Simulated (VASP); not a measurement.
# CdS3 (P6/mmm) in VASP: further runs, part 2 of 2

VASP 6.6.1.

## (3) Single point, PBE

This run uses another cell than the first one, of 27.48 Å³/atom, 1.122 times its volume.

The input, INCAR:

```
PREC = Accurate
ENCUT = 500
EDIFF = 1E-6
ISMEAR = 0
SIGMA = 0.1
LREAL = False
LASPH = True
NELM = 120
ALGO = Normal
ISIF = 2
LWAVE = False
LCHARG = False
GGA = PE
NBANDS = 23
GGA_COMPAT = False
```

The input, KPOINTS:

```
Automatic mesh
0
Gamma
  6 6 2
```

The input, POSCAR:

```
CdS3
1.0
    3.8495756000      0.0000000000      0.0000000000
   -1.9247878000      3.3338302700      0.0000000000
    0.0000000000      0.0000000000      8.5645820600
Cd S
1 3
Direct
    0.0000000000      0.0000000000      0.5000000000
    0.0000000000      0.0000000000      0.0000000000
    0.3333333300      0.6666666700      0.5000000000
    0.6666666700      0.3333333300      0.5000000000
```

Potentials or basis: VASP PAW PBE potentials, release 64 (Cd, S).

Started as:

```bash
$ cat potpaw_PBE.64/Cd/POTCAR potpaw_PBE.64/S/POTCAR > POTCAR
$ mpirun -np 1 vasp_std > vasp.out
```

OUTCAR:

```text
PREC = Accurate
   ENCUT = 500
   EDIFF = 1E-6
   ISMEAR = 0
   LREAL = False
   LASPH = True
   NELM = 120
   ISIF = 2
   GGA = PE

 ion  position               nearest neighbor table
   1  0.000  0.000  0.500-   3 2.22   4 2.22   4 2.22   3 2.22   4 2.22   3 2.22
   2  0.000  0.000  0.000-
   3  0.333  0.667  0.500-   1 2.22   4 2.22   4 2.22   1 2.22   1 2.22   4 2.22
   4  0.667  0.333  0.500-   1 2.22   3 2.22   3 2.22   1 2.22   1 2.22   3 2.22

  LATTYP: Found a hexagonal cell.
 ALAT       =     3.8495756000
 C/A-ratio  =     2.2248120182

  Lattice vectors:

 A1 = (   3.8495756000,   0.0000000000,   0.0000000000)
 A2 = (  -1.9247878000,   3.3338302700,   0.0000000000)
 A3 = (   0.0000000000,   0.0000000000,   8.5645820600)

Analysis of symmetry for initial positions (statically):
=====================================================================
 Subroutine PRICEL returns:
 Original cell was already a primitive cell.

 Routine SETGRP: Setting up the symmetry group for a
 hexagonal supercell.

 Subroutine GETGRP returns: Found 24 space group operations
 (whereof 24 operations were pure point group operations)
 out of a pool of 24 trial point group operations.

The static configuration has the point symmetry D_6h.

Analysis of symmetry for dynamics (positions and initial velocities):
=====================================================================
 Subroutine PRICEL returns:
 Original cell was already a primitive cell.

 Routine SETGRP: Setting up the symmetry group for a
 hexagonal supercell.

 Subroutine GETGRP returns: Found 24 space group operations
 (whereof 24 operations were pure point group operations)
 out of a pool of 24 trial point group operations.

The dynamic configuration has the point symmetry D_6h.

 Subroutine INISYM returns: Found 24 space group operations
 (whereof 24 operations are pure point group operations),
 and found     1 'primitive' translations

----------------------------------------------------------------------------------------

                                     Primitive cell

  volume of cell :     109.9164

  direct lattice vectors                    reciprocal lattice vectors
     3.849575600  0.000000000  0.000000000     0.259768895  0.149977641  0.000000000
    -1.924787800  3.333830270  0.000000000     0.000000000  0.299955282  0.000000000
     0.000000000  0.000000000  8.564582060     0.000000000  0.000000000  0.116759930

  length of vectors
     3.849575600  3.849575606  8.564582060     0.299955283  0.299955282  0.116759930

  position of ions in fractional coordinates (direct lattice)
     0.000000000  0.000000000  0.500000000
     0.000000000  0.000000000  0.000000000
     0.333333330  0.666666670  0.500000000
     0.666666670  0.333333330  0.500000000

  ion indices of the primitive-cell ions
   primitive index   ion index
                 1           1
                 2           2
                 3           3
                 4           4

----------------------------------------------------------------------------------------

 KPOINTS: Automatic mesh

Automatic generation of k-mesh.
[... 24 lines left out ...]
  0.166667 -0.000000  0.000000      6.000000
  0.333333  0.000000  0.000000      6.000000
  0.500000  0.000000  0.000000      3.000000
  0.166667  0.166667  0.000000      6.000000
  0.333333  0.166667  0.000000     12.000000
  0.333333  0.333333  0.000000      2.000000
  0.000000  0.000000  0.500000      1.000000
  0.166667 -0.000000  0.500000      6.000000
  0.333333  0.000000  0.500000      6.000000
  0.500000  0.000000  0.500000      3.000000
  0.166667  0.166667  0.500000      6.000000
  0.333333  0.166667  0.500000     12.000000
  0.333333  0.333333  0.500000      2.000000
   k-points           NKPTS =     14   k-points in BZ     NKDIM =     14   number of bands    NBANDS=     23
   number of dos      NEDOS =    301   number of ions     NIONS =      4
   total plane-waves  NPLWV =  50176
   dimension x,y,z NGX =    28 NGY =   28 NGZ =   64
   dimension x,y,z NGXF=    56 NGYF=   56 NGZF=  128
   ions per type =               1   3
   NGX,Y,Z   is equivalent  to a cutoff of  12.09, 12.09, 12.42 a.u.
   NGXF,Y,Z  is equivalent  to a cutoff of  24.18, 24.18, 24.85 a.u.
 SYSTEM =  unknown system
   PREC   = accura    normal or accurate (medium, high low for compatibility)
   ISTART =      0    job   : 0-new  1-cont  2-samecut
   ICHARG =      2    charge: 1-file 2-atom 10-const
   ISPIN  =      1    spin polarized calculation?
   LNONCOLLINEAR =      F non collinear calculations
   LSORBIT =      F    spin-orbit coupling
   LASPH  =      T    aspherical Exc in radial PAW
   ENCUT  =  500.0 eV  36.75 Ry    6.06 a.u.   7.02  7.02 15.62*2*pi/ulx,y,z
   NELM   =    120;   NELMIN=  2; NELMDL= -5     # of ELM steps
   EDIFF  = 0.1E-05   stopping-criterion for ELM
   LREAL  =      F    real-space projection
   EDIFFG = 0.1E-04   stopping-criterion for IOM
   NSW    =      0    number of steps for IOM
   IBRION =     -1    ionic relax: 0-MD 1-quasi-New 2-CG
   NFREE  =      0    steps in history (QN), initial steepest desc. (CG)
   ISIF   =      2    stress and relaxation
   ISYM   =      2    0-nonsym 1-usesym 2-fastsym
   POTIM  = 0.5000    time-step for ionic-motion
   TEBEG  =    0.0;   TEEND  =   0.0 temperature during run
   PSTRESS=    0.0 pullay stress
   NELECT =      30.0000    total number of electrons
   NUPDOWN=      -1.0000    fix difference up-down
   EMIN   =  10.00;   EMAX   =-10.00  energy-range for DOS
   EFERMI =   0.00;   METHOD = LEGACY
   ISMEAR =     0;   SIGMA  =   0.10  broadening in eV -4-tet -1-fermi 0-gaus
   EFERMI_NEDOS =   21; number of points for ismear=-14 and -15
   IALGO  =     38    algorithm
   IMIX   =      4    mixing-type and parameters
     AMIX     =   0.40;   BMIX     =  1.00
     AMIX_MAG =   1.60;   BMIX_MAG =  1.00
  volume/ion in A,a.u.               =      27.48       185.44
  Fermi-wavevector in a.u.,A,eV,Ry     =   1.061926  2.006750 15.343122  1.127688
  Thomas-Fermi vector in A             =   2.197359
   LORBIT       =      0    0 simple, 1 ext, 2 COOP (PROOUT), +10 PAW based schemes
   GGA     = PE    functional components
   LHFCALC =     F    Hartree Fock is set to
   AEXX    =    0.0000 exact exchange contribution
   IVDW    =     0    specifies the selected vdW correction
   LEPSILON=     F    determine dielectric tensor
   LRPA    =     F    only Hartree local field effects (RPA)
 non-spin polarized calculation
 Gauss-broadening in eV      SIGMA  =   0.10
  energy-cutoff  :      500.00
  volume of cell :      109.92
 maximum number of plane-waves:      2816
 NGX is ok and might be reduce to    28
   NGX = 13   NGY = 13   NGZ = 31

 number of electron      30.0000000 magnetization

 Free energy of the ion-electron system (eV)
  ---------------------------------------------------
  ext. energy  EPLUGINS =         0.00000000
  ---------------------------------------------------
  free energy    TOTEN  =        -2.38138708 eV

  energy without entropy =       -2.35015261  energy(sigma->0) =       -2.36576985

 E-fermi :   1.2739     XC(G=0):  -7.9145

 val. band max:        1.2182021367   @ k =   0.3333   0.0000   0.5000
 cond. band min:       1.3050052456   @ k =   0.3333   0.1667   0.0000
 fundamental gap:      0.0868031089
 Fermi energy:         1.2738693578

 k-point     1 :       0.0000    0.0000    0.0000
  band No.  band energies     occupation
      1     -18.2323      2.00000
      2     -11.8646      2.00000
      3     -11.8646      2.00000
      4      -9.4864      2.00000
      5      -8.9957      2.00000
      6      -8.9957      2.00000
[... 353 lines left out ...]
     22      10.8914      0.00000
     23      10.8914      0.00000

------------------------ aborting loop because EDIFF is reached ----------------------------------------

  FORCE on cell =-STRESS in cart. coord.  units (eV):
  Direction    XX          YY          ZZ          XY          YZ          ZX
  --------------------------------------------------------------------------------------
  -------------------------------------------------------------------------------------
  Total       39.3850535     39.3850536     -1.8945920      0.0000000     -0.0000000     -0.0000000
  in kB      574.0893743    574.0893765    -27.6161898      0.0000000     -0.0000000     -0.0000000
  external PRESSURE =     373.5208537 kB  Pullay stress =       0.0000000 kB

 VOLUME and BASIS-vectors are now :
 -----------------------------------------------------------------------------
  energy-cutoff  :      500.00
  volume of cell :      109.92
      direct lattice vectors                 reciprocal lattice vectors
     3.849575600  0.000000000  0.000000000     0.259768895  0.149977641  0.000000000
    -1.924787800  3.333830270  0.000000000     0.000000000  0.299955282  0.000000000
     0.000000000  0.000000000  8.564582060     0.000000000  0.000000000  0.116759930

 POSITION                                       TOTAL-FORCE (eV/Angst)
 -----------------------------------------------------------------------------------
      0.00000      0.00000      4.28229         0.000000      0.000000     -0.000000
      0.00000      0.00000      0.00000         0.000000      0.000000     -0.000000
     -0.00000      2.22255      4.28229        -0.000000      0.000000     -0.000000
      1.92479      1.11128      4.28229         0.000000     -0.000000      0.000000
 -----------------------------------------------------------------------------------
    total drift:                               -0.000000     -0.000000      0.000000

  FREE ENERGIE OF THE ION-ELECTRON SYSTEM (eV)
  ---------------------------------------------------
  free  energy   TOTEN  =        -2.3813870816 eV

  energy  without entropy=       -2.3501526117  energy(sigma->0) =       -2.36576985
```

OSZICAR:

```text
N       E                     dE             d eps       ncg     rms          rms(c)
DAV:   1     0.194718843716E+03    0.19472E+03   -0.13190E+04   644   0.109E+03
DAV:   2     0.733399541142E+01   -0.18738E+03   -0.17913E+03   810   0.263E+02
DAV:   3    -0.445750971655E+01   -0.11792E+02   -0.11662E+02   834   0.639E+01
DAV:   4    -0.463047346845E+01   -0.17296E+00   -0.17284E+00   789   0.833E+00
DAV:   5    -0.463459271960E+01   -0.41193E-02   -0.41189E-02   835   0.119E+00    0.327E+01
DAV:   6    -0.874585681993E+01   -0.41113E+01   -0.97351E+01   763   0.266E+01    0.477E+01
DAV:   7    -0.423480239959E+01    0.45111E+01   -0.24709E+00   756   0.664E+00    0.346E+01
DAV:   8    -0.332977170779E+01    0.90503E+00   -0.20552E+01   770   0.994E+00    0.785E+00
DAV:   9    -0.241147358015E+01    0.91830E+00   -0.34218E+00   785   0.326E+00    0.262E+00
DAV:  10    -0.243417652094E+01   -0.22703E-01   -0.37791E-01   791   0.123E+00    0.338E+00
DAV:  11    -0.238716465358E+01    0.47012E-01   -0.17172E-01   798   0.118E+00    0.158E+00
DAV:  12    -0.238376580372E+01    0.33988E-02   -0.36078E-02   784   0.330E-01    0.945E-01
DAV:  13    -0.238171436531E+01    0.20514E-02   -0.22871E-03   764   0.188E-01    0.295E-01
DAV:  14    -0.238139261425E+01    0.32175E-03   -0.77721E-04   798   0.575E-02    0.286E-02
DAV:  15    -0.238139625330E+01   -0.36391E-05   -0.11119E-05   735   0.240E-02    0.446E-02
DAV:  16    -0.238138746006E+01    0.87932E-05   -0.22264E-05   798   0.130E-02    0.100E-02
DAV:  17    -0.238138708157E+01    0.37849E-06   -0.57628E-07   499   0.449E-03
   1 F= -.23813871E+01 E0= -.23657698E+01  d E =-.312345E-01
```

Wall time 36 s (1 thread of Intel Xeon Platinum 8488C (Sapphire Rapids), shared host); peak memory 0.21 GiB.

What came out:

| Property | Result |
| --- | --- |
| Free energy | -2.3814 eV |
| Pressure | 37.4 GPa |
| Band gap on the k mesh | zero (band 15 reaches 1.78 eV, above the bottom of band 16 at 1.12 eV) |

Caveat: the k points lie up to 0.37 Å⁻¹ apart.
